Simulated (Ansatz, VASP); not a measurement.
# Ge in VASP and in Ansatz

```
CELL_PARAMETERS angstrom
3.70400 0.00000 0.00000
-1.85200 3.20776 0.00000
0.00000 0.00000 28.00000
ATOMIC_POSITIONS crystal
Ge 0.33333 0.66667 0.51020
Ge 0.66667 0.33333 0.48980
```

Alike in both runs: task single point; functional LDA; k mesh 12 × 12 × 1; occupations gaussian, width 0.1 eV; no spin polarisation.

|  | VASP | Ansatz |
| --- | --- | --- |
| version | VASP 6.6.1 | Ansatz 0.2.0 |
| potentials or method | VASP PAW LDA potentials, release 64 (Ge_d), cutoff 520 eV | scalar-relativistic, plane waves, PAW |
| valence electrons in the cell | 28 | 28 |

```tsv
	VASP	Ansatz	Ansatz less VASP
gap on the k mesh at the Fermi level (eV)	none	none	-
rms of the force components (eV/Å)	0.507	0.496	-0.0112
```

Ansatz warns that its potentials were made for another functional, while VASP's fit it. LDA's correlation is that of Perdew and Zunger in VASP and of Perdew and Wang (1992) in Ansatz. Atom by atom the forces differ by 0.011 eV/Å (rms over components). A gap of «none» marks a metal or a gap that the smearing closes.
